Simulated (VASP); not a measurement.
Here is a VASP 6.6.1 calculation.

File POSCAR:

```
Yb
1.0
    3.5458978789      0.0000000000      0.0000000000
    0.0000000000      3.5458978789      0.0000000000
    0.0000000000      0.0000000000      3.5458978789
Yb
1
Direct
    0.0000000000      0.0000000000      0.0000000000
```

The input INCAR.step1:

```
PREC = Accurate
ENCUT = 600
ISMEAR = -1
SIGMA = 0.1
LREAL = False
LASPH = True
NELM = 60
GGA = PE
ALGO = Normal
EDIFF = 1E-4
LWAVE = True
LCHARG = False
```

The input INCAR.step2:

```
PREC = Accurate
ENCUT = 600
EDIFF = 1E-7
ISMEAR = -1
SIGMA = 0.1
LREAL = False
LASPH = True
NELM = 60
ALGO = Normal
ISIF = 3
LWAVE = False
LCHARG = False
METAGGA = R2SCAN
LMIXTAU = True
IBRION = 2
NSW = 80
EDIFFG = -0.01
ISTART = 1
```

File KPOINTS:

```
Automatic mesh
0
Gamma
  9 9 9
```

Potentials or basis: VASP PAW PBE potentials, release 64 (Yb).

The run is started by

```console
$ cat potpaw_PBE.64/Yb/POTCAR > POTCAR
$ cp INCAR.step1 INCAR
$ mpirun -np 1 vasp_std > vasp.out
$ cp INCAR.step2 INCAR
$ mpirun -np 1 vasp_std > vasp.out
```

Problem. Predict the relaxed volume.

Solution. 35.02 Å³/atom.

Problem. Estimate the space group after relaxing (to 0.1 Å).

Solution. Pm-3m (No. 221).

Problem. Predict the relaxed cell.

Solution. a = 3.272 Å, b = 3.272 Å, c = 3.272 Å, α = 90.00°, β = 90.00°, γ = 90.00°.

Problem. Predict the band gap on the k mesh.

Solution. Zero (bands 12 and 13 overlap by 0.22 eV).

Final structure:
```xyz
1
Lattice="3.2717 0.0000 0.0000 0.0000 3.2717 0.0000 0.0000 0.0000 3.2717" Properties=species:S:1:pos:R:3 pbc="T T T"
Yb    0.0000    0.0000    0.0000
```

Caveat: the volume moved by over 15 % at a fixed basis, so the end points are rough; the PAW data sets were made with another functional, which shifts forces and pressure a little; spin-orbit coupling is left out, which moves the levels of the heavy elements. Spin polarisation is off, so any magnetic state and its effect on volume and gap are missing.
